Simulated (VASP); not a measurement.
# MgZr2N (P-3m1) in VASP: notebook

Runs on MgZr2N. Level: PBE. Tasks: single point, relaxation of cell and atoms.

All numbers are computed with VASP 6.6.1; they aren't measurements. Logs are shortened: lines on timing, memory, paths and dates and some standing lists are left out, and cuts for length are marked.

## (1) The cell of the first run

Symmetry: P-3m1, No. 164, trigonal system. Conventional cell: a = 3.367 Å, b = 3.367 Å, c = 5.699 Å, α = 90.00°, β = 90.00°, γ = 120.00°. Mg (site symmetry -3m) has 6 Zr at 2.47 Å and 2 N at 2.85 Å and 6 Mg at 3.37 Å within 3.4 Å. Within 3.1 Å of Zr (site symmetry 3m) lie 3 N at 2.35 Å and 3 Mg at 2.47 Å. Within 3.1 Å of N (site symmetry -3m) lie 6 Zr at 2.35 Å and 2 Mg at 2.85 Å.

The cell was generated, and may not be a known phase.

## (2) Single point, PBE

INCAR

```
SYSTEM = MgZr2N
  PREC = Accurate
  ENCUT = 520
  EDIFF = 1E-6
  ISMEAR = 0
  SIGMA = 0.1
  LREAL = .False.
  LASPH = .True.
  NELM = 60
  ALGO = Normal
  ISIF = 2
  LWAVE = .False.
  LCHARG = .False.
  GGA = PE
  NBANDS = 24
```

KPOINTS

```
regular mesh
0
Gamma
  6 6 4
  0 0 0
```

POSCAR

```
MgZr2N
1.0
    3.3670610100      0.0000000000      0.0000000000
   -1.6835305100      2.9159603700      0.0000000000
    0.0000000000      0.0000000000      5.6989272700
Mg Zr N
1 2 1
Direct
    0.0000000000      0.0000000000      0.5000000000
    0.3333333300      0.6666666700      0.2321215300
    0.6666666700      0.3333333300      0.7678784700
    0.0000000000      0.0000000000      0.0000000000
```

Potentials or basis: VASP PAW PBE potentials, release 64 (Mg, Zr_sv, N).

On the command line:

```sh
$ cat potpaw_PBE.64/Mg/POTCAR potpaw_PBE.64/Zr_sv/POTCAR potpaw_PBE.64/N/POTCAR > POTCAR
$ mpirun -np 1 vasp_std > vasp.out
```

OUTCAR:

```text
SYSTEM = MgZr2N
   PREC = Accurate
   ENCUT = 520
   EDIFF = 1E-6
   ISMEAR = 0
   LREAL = .False.
   LASPH = .True.
   NELM = 60
   ISIF = 2
   GGA = PE

 ion  position               nearest neighbor table
   1  0.000  0.000  0.500-   2 2.47   3 2.47   3 2.47   2 2.47   3 2.47   2 2.47
   2  0.333  0.667  0.232-   4 2.35   4 2.35   4 2.35   1 2.47   1 2.47   1 2.47   3 3.28   3 3.28
                             3 3.28   3 3.62   3 3.62   3 3.62
   3  0.667  0.333  0.768-   4 2.35   4 2.35   4 2.35   1 2.47   1 2.47   1 2.47   2 3.28   2 3.28
                             2 3.28   2 3.62   2 3.62   2 3.62
   4  0.000  0.000  0.000-   2 2.35   3 2.35   3 2.35   2 2.35   3 2.35   2 2.35

  LATTYP: Found a hexagonal cell.
 ALAT       =     3.3670610100
 C/A-ratio  =     1.6925524227

  Lattice vectors:

 A1 = (   3.3670610100,   0.0000000000,   0.0000000000)
 A2 = (  -1.6835305100,   2.9159603700,   0.0000000000)
 A3 = (   0.0000000000,   0.0000000000,   5.6989272700)

Analysis of symmetry for initial positions (statically):
=====================================================================
 Subroutine PRICEL returns:
 Original cell was already a primitive cell.

 Routine SETGRP: Setting up the symmetry group for a
 hexagonal supercell.

 Subroutine GETGRP returns: Found 12 space group operations
 (whereof 12 operations were pure point group operations)
 out of a pool of 24 trial point group operations.

The static configuration has the point symmetry D_3d.

Analysis of symmetry for dynamics (positions and initial velocities):
=====================================================================
 Subroutine PRICEL returns:
 Original cell was already a primitive cell.

 Routine SETGRP: Setting up the symmetry group for a
 hexagonal supercell.

 Subroutine GETGRP returns: Found 12 space group operations
 (whereof 12 operations were pure point group operations)
 out of a pool of 24 trial point group operations.

The dynamic configuration has the point symmetry D_3d.

 Subroutine INISYM returns: Found 12 space group operations
 (whereof 12 operations are pure point group operations),
 and found     1 'primitive' translations

----------------------------------------------------------------------------------------

                                     Primitive cell

  volume of cell :      55.9533

  direct lattice vectors                    reciprocal lattice vectors
     3.367061010  0.000000000  0.000000000     0.296994915  0.171470095  0.000000000
    -1.683530510  2.915960370  0.000000000     0.000000000  0.342940189  0.000000000
     0.000000000  0.000000000  5.698927270     0.000000000  0.000000000  0.175471620

  length of vectors
     3.367061010  3.367061012  5.698927270     0.342940189  0.342940189  0.175471620

  position of ions in fractional coordinates (direct lattice)
     0.000000000  0.000000000  0.500000000
     0.333333330  0.666666670  0.232121530
     0.666666670  0.333333330  0.767878470
     0.000000000  0.000000000  0.000000000

  ion indices of the primitive-cell ions
   primitive index   ion index
                 1           1
                 2           2
                 3           3
                 4           4

----------------------------------------------------------------------------------------

 KPOINTS: regular mesh

Automatic generation of k-mesh.
 Grid dimensions read from file:
 generate k-points for:    6    6    4

 Generating k-lattice:

  Cartesian coordinates                     Fractional coordinates (reciprocal lattice)
     0.049499153  0.028578349  0.000000000     0.166666667 -0.000000000  0.000000000
     0.000000000  0.057156698  0.000000000     0.000000000  0.166666667  0.000000000
     0.000000000  0.000000000  0.043867905     0.000000000  0.000000000  0.250000000

  Length of vectors
     0.057156698  0.057156698  0.043867905

  Shift w.r.t. Gamma in fractional coordinates (k-lattice)
     0.000000000  0.000000000  0.000000000

 Subroutine IBZKPT returns following result:
 ===========================================

 Found     24 irreducible k-points:

 Following reciprocal coordinates:
            Coordinates               Weight
  0.000000  0.000000  0.000000      1.000000
  0.166667  0.000000  0.000000      6.000000
  0.333333 -0.000000  0.000000      6.000000
  0.500000  0.000000  0.000000      3.000000
  0.166667  0.166667  0.000000      6.000000
  0.333333  0.166667  0.000000     12.000000
[... 16 lines left out ...]
  0.333333  0.166667  0.500000     12.000000
  0.333333  0.333333  0.500000      2.000000
   k-points           NKPTS =     24   k-points in BZ     NKDIM =     24   number of bands    NBANDS=     24
   number of dos      NEDOS =    301   number of ions     NIONS =      4
   total plane-waves  NPLWV =  32928
   dimension x,y,z NGX =    28 NGY =   28 NGZ =   42
   dimension x,y,z NGXF=    56 NGYF=   56 NGZF=   84
   ions per type =               1   2   1
   NGX,Y,Z   is equivalent  to a cutoff of  13.82, 13.82, 12.25 a.u.
   NGXF,Y,Z  is equivalent  to a cutoff of  27.65, 27.65, 24.50 a.u.
 SYSTEM =  MgZr2N
   PREC   = accura    normal or accurate (medium, high low for compatibility)
   ISTART =      0    job   : 0-new  1-cont  2-samecut
   ICHARG =      2    charge: 1-file 2-atom 10-const
   ISPIN  =      1    spin polarized calculation?
   LNONCOLLINEAR =      F non collinear calculations
   LSORBIT =      F    spin-orbit coupling
   LASPH  =      T    aspherical Exc in radial PAW
   ENCUT  =  520.0 eV  38.22 Ry    6.18 a.u.   6.26  6.26 10.60*2*pi/ulx,y,z
   NELM   =     60;   NELMIN=  2; NELMDL= -5     # of ELM steps
   EDIFF  = 0.1E-05   stopping-criterion for ELM
   LREAL  =      F    real-space projection
   EDIFFG = 0.1E-04   stopping-criterion for IOM
   NSW    =      0    number of steps for IOM
   IBRION =     -1    ionic relax: 0-MD 1-quasi-New 2-CG
   NFREE  =      0    steps in history (QN), initial steepest desc. (CG)
   ISIF   =      2    stress and relaxation
   ISYM   =      2    0-nonsym 1-usesym 2-fastsym
   POTIM  = 0.5000    time-step for ionic-motion
   TEBEG  =    0.0;   TEEND  =   0.0 temperature during run
   PSTRESS=    0.0 pullay stress
   NELECT =      31.0000    total number of electrons
   NUPDOWN=      -1.0000    fix difference up-down
   EMIN   =  10.00;   EMAX   =-10.00  energy-range for DOS
   EFERMI =   0.00;   METHOD = LEGACY
   ISMEAR =     0;   SIGMA  =   0.10  broadening in eV -4-tet -1-fermi 0-gaus
   EFERMI_NEDOS =   21; number of points for ismear=-14 and -15
   IALGO  =     38    algorithm
   IMIX   =      4    mixing-type and parameters
     AMIX     =   0.40;   BMIX     =  1.00
     AMIX_MAG =   1.60;   BMIX_MAG =  1.00
  volume/ion in A,a.u.               =      13.99        94.40
  Fermi-wavevector in a.u.,A,eV,Ry     =   1.344581  2.540889 24.597930  1.807897
  Thomas-Fermi vector in A             =   2.472563
   LORBIT       =      0    0 simple, 1 ext, 2 COOP (PROOUT), +10 PAW based schemes
   GGA     = PE    functional components
   LHFCALC =     F    Hartree Fock is set to
   AEXX    =    0.0000 exact exchange contribution
   IVDW    =     0    specifies the selected vdW correction
   LEPSILON=     F    determine dielectric tensor
   LRPA    =     F    only Hartree local field effects (RPA)
 non-spin polarized calculation
 Gauss-broadening in eV      SIGMA  =   0.10
  energy-cutoff  :      520.00
  volume of cell :       55.95
 maximum number of plane-waves:      1533
 NGX is ok and might be reduce to    28
   NGX = 13   NGY = 13   NGZ = 21

 number of electron      31.0000000 magnetization

 Free energy of the ion-electron system (eV)
  ---------------------------------------------------
  ext. energy  EPLUGINS =         0.00000000
  ---------------------------------------------------
  free energy    TOTEN  =       -26.01187859 eV

  energy without entropy =      -26.00444760  energy(sigma->0) =      -26.00816310

 E-fermi :  10.5132     XC(G=0): -11.8896

 val. band max:       10.4739068652   @ k =   0.1667   0.0000   0.5000
 cond. band min:      10.5224556884   @ k =   0.1667   0.0000   0.0000
 fundamental gap:      0.0485488232
 Fermi energy:        10.5132364088

 k-point     1 :       0.0000    0.0000    0.0000
  band No.  band energies     occupation
      1     -38.6017      2.00000
      2     -38.5243      2.00000
      3     -17.1612      2.00000
      4     -16.4955      2.00000
      5     -16.4955      2.00000
      6     -16.4671      2.00000
[... 16 lines left out ...]
     23      15.5258      0.00000
     24      15.5259      0.00000

 k-point     2 :       0.1667    0.0000    0.0000
  band No.  band energies     occupation
      1     -38.5824      2.00000
      2     -38.5149      2.00000
      3     -17.0982      2.00000
      4     -16.6470      2.00000
      5     -16.5670      2.00000
      6     -16.5392      2.00000
[... 16 lines left out ...]
     23      15.2961      0.00000
     24      15.6545      0.00000

 k-point     3 :       0.3333   -0.0000    0.0000
  band No.  band energies     occupation
      1     -38.5409      2.00000
      2     -38.4985      2.00000
      3     -17.0212      2.00000
      4     -16.9113      2.00000
      5     -16.7909      2.00000
      6     -16.6197      2.00000
[... 16 lines left out ...]
     23      14.9103      0.00000
     24      15.2852      0.00000
[... 514 lines left out ...]
 k-point    23 :       0.3333    0.1667    0.5000
  band No.  band energies     occupation
      1     -38.5120      2.00000
      2     -38.4982      2.00000
      3     -17.0816      2.00000
      4     -17.0019      2.00000
      5     -16.7470      2.00000
      6     -16.6903      2.00000
[... 16 lines left out ...]
     23      16.0561      0.00000
     24      16.2240      0.00000

 k-point    24 :       0.3333    0.3333    0.5000
  band No.  band energies     occupation
      1     -38.4978      2.00000
      2     -38.4978      2.00000
      3     -16.9727      2.00000
      4     -16.9399      2.00000
      5     -16.9399      2.00000
      6     -16.8202      2.00000
[... 16 lines left out ...]
     23      15.3760      0.00000
     24      15.3760      0.00000

------------------------ aborting loop because EDIFF is reached ----------------------------------------

  FORCE on cell =-STRESS in cart. coord.  units (eV):
  Direction    XX          YY          ZZ          XY          YZ          ZX
  --------------------------------------------------------------------------------------
  -------------------------------------------------------------------------------------
  Total        9.1005544      9.1005544     10.9699588     -0.0000000     -0.0000000     -0.0000000
  in kB      260.5869808    260.5869806    314.1158587     -0.0000004     -0.0000000     -0.0000000
  external PRESSURE =     278.4299400 kB  Pullay stress =       0.0000000 kB

 VOLUME and BASIS-vectors are now :
 -----------------------------------------------------------------------------
  energy-cutoff  :      520.00
  volume of cell :       55.95
      direct lattice vectors                 reciprocal lattice vectors
     3.367061010  0.000000000  0.000000000     0.296994915  0.171470095  0.000000000
    -1.683530510  2.915960370  0.000000000     0.000000000  0.342940189  0.000000000
     0.000000000  0.000000000  5.698927270     0.000000000  0.000000000  0.175471620

 POSITION                                       TOTAL-FORCE (eV/Angst)
 -----------------------------------------------------------------------------------
      0.00000      0.00000      2.84946        -0.000000      0.000000      0.000000
     -0.00000      1.94397      1.32284         0.000000     -0.000000     -6.317569
      1.68353      0.97199      4.37608        -0.000000      0.000000      6.317569
      0.00000      0.00000      0.00000        -0.000000      0.000000      0.000000
 -----------------------------------------------------------------------------------
    total drift:                               -0.000000      0.000000      0.000000

  FREE ENERGIE OF THE ION-ELECTRON SYSTEM (eV)
  ---------------------------------------------------
  free  energy   TOTEN  =       -26.0118785937 eV

  energy  without entropy=      -26.0044475995  energy(sigma->0) =      -26.00816310
```

It took 53 s on 1 thread of Intel Xeon 8259CL, shared host; peak memory 0.19 GiB.

What came out:

| Property | Result |
| --- | --- |
| Free energy | -26.0119 eV |
| Pressure | 27.8 GPa |
| Largest force | 6.318 eV/Å |
| Band gap on the k mesh | zero (an odd number of electrons rules out a gap without spin polarisation) |

Forces on the atoms (eV/Å):
```
Mg   0.000  0.000  0.000
Zr   0.000  0.000 -6.318
Zr   0.000  0.000  6.318
N    0.000  0.000  0.000
```

Stress tensor (GPa, compression positive):
```
26.06  0.00  0.00
 0.00 26.06  0.00
 0.00  0.00 31.41
```

Caveat: the stress differs along the axes, from 26 to 31 GPa; forces of over 1 eV/Å act on the atoms, so gaps and moduli don't describe the material at rest.

## (3) Single point, PBE

This run uses another cell than the first one, of 17.98 Å³/atom.

INCAR

```
PREC = Accurate
ENCUT = 520
EDIFF = 1E-7
ISMEAR = 0
SIGMA = 0.1
LREAL = False
LASPH = True
NELM = 100
ALGO = Normal
ISIF = 2
LWAVE = False
LCHARG = True
GGA = PE
LELF = True
LVHAR = True
NBANDS = 24
```

KPOINTS

```
regular mesh
0
Gamma
  6 6 4
```

POSCAR

```
MgZr2N
1.0
    3.2584845217      0.0000000028      0.0000000000
   -1.6292422632      2.8219303722      0.0000000000
    0.0000000000      0.0000000000      7.8222633947
Mg Zr N
1 2 1
Direct
    0.0000000000      0.0000000000      0.5000000000
    0.3333333333      0.6666666667      0.1597443107
    0.6666666667      0.3333333333      0.8402556893
    0.0000000000      0.0000000000      0.0000000000
```

Potentials or basis: VASP PAW PBE potentials, release 64 (Mg, Zr_sv, N).

On the command line:

```sh
$ cat potpaw_PBE.64/Mg/POTCAR potpaw_PBE.64/Zr_sv/POTCAR potpaw_PBE.64/N/POTCAR > POTCAR
$ mpirun -np 1 vasp_std > vasp.out
```

Wall time 49 s (1 thread of Intel Xeon 8259CL, shared host); peak memory 0.2 GiB.

Results (log left out):

```yaml
Free_energy: -30.3431 eV
Pressure: 0.2 GPa
Largest_force: 0.048 eV/Å
Band_gap_on_the_k_mesh: zero (an odd number of electrons rules out a gap without spin polarisation)
```

Forces in eV/Å, atoms in the order of the input:
```
Mg   0.000  0.000  0.000
Zr   0.000  0.000  0.048
Zr   0.000  0.000 -0.048
N    0.000  0.000  0.000
```

Stress tensor (GPa, compression positive):
```
0.14 0.00 0.00
0.00 0.14 0.00
0.00 0.00 0.34
```

Levels at points of the mesh, in eV from the Fermi level:
```csv
k point,band 11,band 12,band 13,band 14,band 15,band 16,band 17,band 18,band 19,band 20
"(0.00, 0.00, 0.00)",-5.43,-4.79,-4.79,-1.57,-0.69,0.51,0.51,1.80,2.22,2.22
"(0.50, 0.00, 0.00)",-4.81,-4.72,-2.53,-1.50,-1.42,0.26,0.77,1.70,3.12,3.19
"(0.00, 0.00, 0.50)",-5.00,-4.79,-4.79,-2.55,-0.05,0.51,0.51,1.73,2.25,2.25
"(0.50, 0.00, 0.50)",-4.82,-4.72,-2.42,-1.53,-1.49,0.03,0.98,1.83,2.98,3.27
```

Caveat: the k points lie up to 0.37 Å⁻¹ apart, too coarse for converged energies and pressures of a metal.

(Part 1 of 2 ends here.)

The gap in the log of VASP goes by the Fermi energy; the results here count the filled bands.